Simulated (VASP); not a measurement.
# Rb (P6_3/mmc) in VASP: further runs

Rb is run at these levels: PBE; tasks: single point.

Everything below comes from runs of VASP 6.6.1. Logs are shortened: lines on timing, memory, paths and dates and some standing lists are left out, and cuts for length are marked.

### Step 1. The cell of the first run

It takes space group P6_3/mmc (No. 194, hexagonal). The conventional cell has a = 3.802 Å, b = 3.802 Å, c = 12.581 Å, α = 90.00°, β = 90.00°, γ = 120.00°. Rb (site symmetry -3m) has 12 Rb at 3.80 to 3.84 Å within 5.0 Å. Within 5.0 Å of Rb (site symmetry -6m2) lie 12 Rb at 3.80 to 3.84 Å.

This isn't the form of Rb at room conditions, which is bcc.

### Step 2. Single point, PBE

INCAR reads:

```
SYSTEM = Rb
PREC     = Accurate       ! precision mode
ENCUT    = 520            ! plane-wave cutoff, eV
EDIFF    = 1E-6           ! SCF threshold, eV
ISMEAR   = -1             ! smearing method
SIGMA    = 0.1            ! smearing width, eV
LREAL    = .False.        ! projectors in reciprocal space
LASPH    = .True.         ! aspherical terms in the spheres
NELM     = 100            ! most SCF steps
ALGO     = Normal         ! electronic algorithm
ISIF     = 2              ! what is computed and relaxed
LWAVE    = .False.        ! write WAVECAR
LCHARG   = .True.         ! write CHGCAR
GGA      = PE             ! functional
LELF     = .True.         ! ELF
LVHAR    = .True.       
NBANDS   = 26             ! bands
```

KPOINTS reads:

```
Automatic mesh
0
Gamma
  7 7 2
  0 0 0
```

POSCAR reads:

```
Rb
1.0
    3.8021116746      0.0000000000      0.0000000000
   -1.9010558373      3.2927252982      0.0000000000
    0.0000000000      0.0000000000     12.5812112719
Rb
4
Direct
    0.0000000000      0.0000000000      0.0000000000
    0.0000000000      0.0000000000      0.5000000000
    0.3333333333      0.6666666667      0.2500000000
    0.6666666667      0.3333333333      0.7500000000
```

Potentials or basis: VASP PAW PBE potentials, release 64 (Rb_sv).

Started as:

```sh
$ cat potpaw_PBE.64/Rb_sv/POTCAR > POTCAR
$ mpirun -np 1 vasp_std > vasp.out
```

OUTCAR:

```text
SYSTEM = Rb
   PREC = Accurate
   ENCUT = 520
   EDIFF = 1E-6
   ISMEAR = -1
   LREAL = .False.
   LASPH = .True.
   NELM = 100
   ISIF = 2
   GGA = PE

 ion  position               nearest neighbor table
   1  0.000  0.000  0.000-   3 3.84   4 3.84   3 3.84   4 3.84   4 3.84   3 3.84   4 5.40   3 5.40
                             3 5.40   4 5.40   3 5.40   4 5.40
   2  0.000  0.000  0.500-   3 3.84   4 3.84   3 3.84   4 3.84   4 3.84   3 3.84   4 5.40   3 5.40
                             3 5.40   4 5.40   3 5.40   4 5.40
   3  0.333  0.667  0.250-   1 3.84   2 3.84   1 3.84   2 3.84   1 3.84   2 3.84   1 5.40   2 5.40
                             1 5.40   2 5.40   1 5.40   2 5.40
   4  0.667  0.333  0.750-   1 3.84   2 3.84   1 3.84   2 3.84   1 3.84   2 3.84   1 5.40   2 5.40
                             1 5.40   2 5.40   1 5.40   2 5.40

  LATTYP: Found a hexagonal cell.
 ALAT       =     3.8021116746
 C/A-ratio  =     3.3090062441

  Lattice vectors:

 A1 = (   3.8021116746,   0.0000000000,   0.0000000000)
 A2 = (  -1.9010558373,   3.2927252982,   0.0000000000)
 A3 = (   0.0000000000,   0.0000000000,  12.5812112719)

Analysis of symmetry for initial positions (statically):
=====================================================================
 Subroutine PRICEL returns:
 Original cell was already a primitive cell.

 Routine SETGRP: Setting up the symmetry group for a
 hexagonal supercell.

 Subroutine GETGRP returns: Found 24 space group operations
 (whereof 12 operations were pure point group operations)
 out of a pool of 24 trial point group operations.

The static configuration has the point symmetry D_3d.
 The point group associated with its full space group is D_6h.

Analysis of symmetry for dynamics (positions and initial velocities):
=====================================================================
 Subroutine PRICEL returns:
 Original cell was already a primitive cell.

 Routine SETGRP: Setting up the symmetry group for a
 hexagonal supercell.

 Subroutine GETGRP returns: Found 24 space group operations
 (whereof 12 operations were pure point group operations)
 out of a pool of 24 trial point group operations.

The dynamic configuration has the point symmetry D_3d.
 The point group associated with its full space group is D_6h.

 Subroutine INISYM returns: Found 24 space group operations
 (whereof 12 operations are pure point group operations),
 and found     1 'primitive' translations

[... 88 lines left out ...]
   NELM   =    100;   NELMIN=  2; NELMDL= -5     # of ELM steps
   EDIFF  = 0.1E-05   stopping-criterion for ELM
   LREAL  =      F    real-space projection
   EDIFFG = 0.1E-04   stopping-criterion for IOM
   NSW    =      0    number of steps for IOM
   IBRION =     -1    ionic relax: 0-MD 1-quasi-New 2-CG
   NFREE  =      0    steps in history (QN), initial steepest desc. (CG)
   ISIF   =      2    stress and relaxation
   ISYM   =      2    0-nonsym 1-usesym 2-fastsym
   POTIM  = 0.5000    time-step for ionic-motion
   TEBEG  =    0.0;   TEEND  =   0.0 temperature during run
   PSTRESS=    0.0 pullay stress
   NELECT =      36.0000    total number of electrons
   NUPDOWN=      -1.0000    fix difference up-down
   EMIN   =  10.00;   EMAX   =-10.00  energy-range for DOS
   EFERMI =   0.00;   METHOD = LEGACY
   ISMEAR =    -1;   SIGMA  =   0.10  broadening in eV -4-tet -1-fermi 0-gaus
   EFERMI_NEDOS =   21; number of points for ismear=-14 and -15
   IALGO  =     38    algorithm
   IMIX   =      4    mixing-type and parameters
     AMIX     =   0.40;   BMIX     =  1.00
     AMIX_MAG =   1.60;   BMIX_MAG =  1.00
  volume/ion in A,a.u.               =      39.38       265.73
  Fermi-wavevector in a.u.,A,eV,Ry     =   1.000940  1.891502 13.631418  1.001881
  Thomas-Fermi vector in A             =   2.133329
   LORBIT       =      0    0 simple, 1 ext, 2 COOP (PROOUT), +10 PAW based schemes
   GGA     = PE    functional components
   LHFCALC =     F    Hartree Fock is set to
   AEXX    =    0.0000 exact exchange contribution
   IVDW    =     0    specifies the selected vdW correction
   LEPSILON=     F    determine dielectric tensor
   LRPA    =     F    only Hartree local field effects (RPA)
 non-spin polarized calculation
  energy-cutoff  :      520.00
  volume of cell :      157.51
 maximum number of plane-waves:      4257
   NGX = 15   NGY = 15   NGZ = 47

 number of electron      36.0000001 magnetization

 Free energy of the ion-electron system (eV)
  ---------------------------------------------------
  ext. energy  EPLUGINS =         0.00000000
  ---------------------------------------------------
  free energy    TOTEN  =        -0.36696443 eV

  energy without entropy =       -0.23496192  energy(sigma->0) =       -0.30096318

 E-fermi :   2.9240     XC(G=0):  -7.9906

 val. band max:        2.9227036869   @ k =   0.2857   0.1429   0.0000
 cond. band min:       2.9599280831   @ k =   0.4286   0.1429   0.0000
 fundamental gap:      0.0372243962
 Fermi energy:         2.9240237488

 k-point     1 :       0.0000    0.0000    0.0000
  band No.  band energies     occupation
      1     -26.1618      2.00000
      2     -26.1006      2.00000
      3     -26.0873      2.00000
      4     -26.0246      2.00000
      5     -10.8920      2.00000
      6     -10.3598      2.00000
[... 453 lines left out ...]
     25       5.5648      0.00000
     26       5.5760      0.00000

------------------------ aborting loop because EDIFF is reached ----------------------------------------

  FORCE on cell =-STRESS in cart. coord.  units (eV):
  Direction    XX          YY          ZZ          XY          YZ          ZX
  --------------------------------------------------------------------------------------
  -------------------------------------------------------------------------------------
  Total        9.6501758      9.6501758      9.3262493      0.0000000      0.0000000      0.0000000
  in kB       98.1619066     98.1619066     94.8669146      0.0000000      0.0000000      0.0000000
  external PRESSURE =      97.0635760 kB  Pullay stress =       0.0000000 kB

 VOLUME and BASIS-vectors are now :
 -----------------------------------------------------------------------------
  energy-cutoff  :      520.00
  volume of cell :      157.51
      direct lattice vectors                 reciprocal lattice vectors
     3.802111675  0.000000000  0.000000000     0.263011738  0.151849898  0.000000000
    -1.901055837  3.292725298  0.000000000     0.000000000  0.303699796  0.000000000
     0.000000000  0.000000000 12.581211272     0.000000000  0.000000000  0.079483603

 POSITION                                       TOTAL-FORCE (eV/Angst)
 -----------------------------------------------------------------------------------
      0.00000      0.00000      0.00000        -0.000000      0.000000      0.000000
      0.00000      0.00000      6.29061        -0.000000      0.000000      0.000000
     -0.00000      2.19515      3.14530         0.000000      0.000000     -0.000000
      1.90106      1.09758      9.43591        -0.000000      0.000000      0.000000
 -----------------------------------------------------------------------------------
    total drift:                                0.000000     -0.000000      0.000000

  FREE ENERGIE OF THE ION-ELECTRON SYSTEM (eV)
  ---------------------------------------------------
  free  energy   TOTEN  =        -0.3669644309 eV

  energy  without entropy=       -0.2349619193  energy(sigma->0) =       -0.30096318
```

stdout:

```text
POSCAR found type information on POSCAR Rb
 POSCAR found :  1 types and       4 ions
 scaLAPACK will be used
 LDA part: xc-table for (Slater+PW92), standard interpolation
 POSCAR, INCAR and KPOINTS ok, starting setup
 FFT: planning ... GRIDC
 FFT: planning ... GRID_SOFT
 FFT: planning ... GRID
 WAVECAR not read
 entering main loop
```

Wall time 28 s (1 thread of Intel Xeon 6975P-C (Granite Rapids), shared host); peak memory 0.26 GiB.

Results:

```yaml
Free_energy: -0.3670 eV
Pressure: 9.7 GPa
Band_gap_on_the_k_mesh: zero (bands 18 and 19 overlap by 2.22 eV)
```

Stress tensor (GPa, compression positive):
```
9.82 0.00 0.00
0.00 9.82 0.00
0.00 0.00 9.49
```

Caveat: the cell stands under pressure.

### Step 3. Single point, PBE (39.38 Å³/atom)

INCAR reads:

```
  PREC = Accurate
  ENCUT = 520
  EDIFF = 1E-7
  ISMEAR = -1
  SIGMA = 0.1
  LREAL = F
  LASPH = T
  NELM = 80
  ALGO = Normal
  ISIF = 2
  LWAVE = F
  LCHARG = F
  GGA = PE
  NBANDS = 26
```

KPOINTS reads:

```
regular mesh
0
Gamma
  7 7 2
```

POSCAR is that of step 2.

Potentials or basis: VASP PAW PBE potentials, release 64 (Rb_sv).

Started as:

```sh
$ cat potpaw_PBE.64/Rb_sv/POTCAR > POTCAR
$ mpirun -np 1 vasp_std > vasp.out
```

Run time: 33 s. Hardware: 1 thread of Intel Xeon 6975P-C (Granite Rapids), shared host; peak memory 0.26 GiB.

It converged, with:

| Item | Value |
| --- | --- |
| Free energy | -0.3670 eV |
| Pressure | 9.7 GPa |
| Band gap on the k mesh | zero (bands 18 and 19 overlap by 2.22 eV) |

Stress tensor (GPa, compression positive):
```
9.82 0.00 0.00
0.00 9.82 0.00
0.00 0.00 9.49
```

Levels at points of the mesh, in eV from the Fermi level:
```tsv
k point	band 15	band 16	band 17	band 18	band 19	band 20	band 21	band 22
(0.00, 0.00, 0.00)	-12.64	-12.64	-2.98	-1.57	-1.56	-0.27	2.16	2.54
(0.00, 0.00, 0.50)	-12.66	-12.66	-2.57	-2.57	-0.60	-0.60	2.14	2.14
```

Caveat: the cell stands under pressure.
